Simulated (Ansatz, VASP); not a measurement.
Two plane-wave programs on Si6Ru

```
Si Ru
1.0
     4.27377    0.00000   -0.00843
     0.00000    5.51794    0.00000
    -2.11996    0.00000    5.14931
Si Ru
6 1
Direct
  0.31610 0.21925 0.13247
  0.68390 0.21925 0.86753
  0.68390 0.78075 0.86753
  0.31610 0.78075 0.13247
  0.12282 0.50000 0.74559
  0.87718 0.50000 0.25441
  0.50000 0.50000 0.50000
```

Alike in both runs: functional PBE; k mesh 4 × 4 × 3; occupations gaussian, width 0.2 eV; no spin polarisation.

Ansatz relaxed the structure, and its values are those at the end. VASP's run is a single point on that final structure, the one shown.

|  | VASP | Ansatz |
| --- | --- | --- |
| version | VASP 6.6.1 | Ansatz 0.2.0 |
| potentials or method | VASP PAW PBE potentials, release 64 (Si, Ru_pv), cutoff 520 eV | scalar-relativistic, plane waves, PAW |
| valence electrons in the cell | 38 | 40 |

```tsv
	VASP	Ansatz	Ansatz less VASP
gap on the k mesh at the Fermi level (eV)	none	none	-
pressure (GPa)	0.1	0.2	+0.06
rms of the force components (eV/Å)	0.020	0.018	-0.0023
```

A gap of «none» marks a metal or a gap that the smearing closes. VASP's potentials hold 38 valence electrons a cell and Ansatz's 40, so a difference there can come from the potentials and not from the codes.

The k mesh is coarse, so the values compare programs but aren't converged.
